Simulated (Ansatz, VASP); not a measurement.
**AlNi: VASP beside Ansatz**

```
CELL_PARAMETERS angstrom
0.00000 2.42934 2.42934
2.42934 0.00000 2.42934
2.42934 2.42934 0.00000
ATOMIC_POSITIONS crystal
Ni 0.00000 0.00000 0.00000
Al 0.50000 0.50000 0.50000
```

Alike in both runs: functional PBE; k mesh 14 × 14 × 14; occupations fermi-dirac, width 0.05 eV; no spin polarisation.

Ansatz relaxed the structure, and its values are those at the end. VASP's run is a single point on that final structure, the one shown.

|  | VASP | Ansatz |
| --- | --- | --- |
| version | VASP 6.6.1 | Ansatz 0.2.0 |
| potentials or method | VASP PAW PBE potentials, release 64 (Ni, Al) | PAW with Ansatz's default frozen-core files, scalar-relativistic |
| plane-wave cutoff (eV) | 520 | 420 |
| valence electrons in the cell | 13 | 21 |

|  | VASP | Ansatz | Ansatz less VASP |
| --- | --- | --- | --- |
| pressure (GPa) | 0.0 | 0.0 | -0.02 |

The functional is the same, so the differences come from potentials, cutoffs and numerics. VASP's potentials hold 13 valence electrons a cell and Ansatz's 21, so a difference there can come from the potentials and not from the codes.
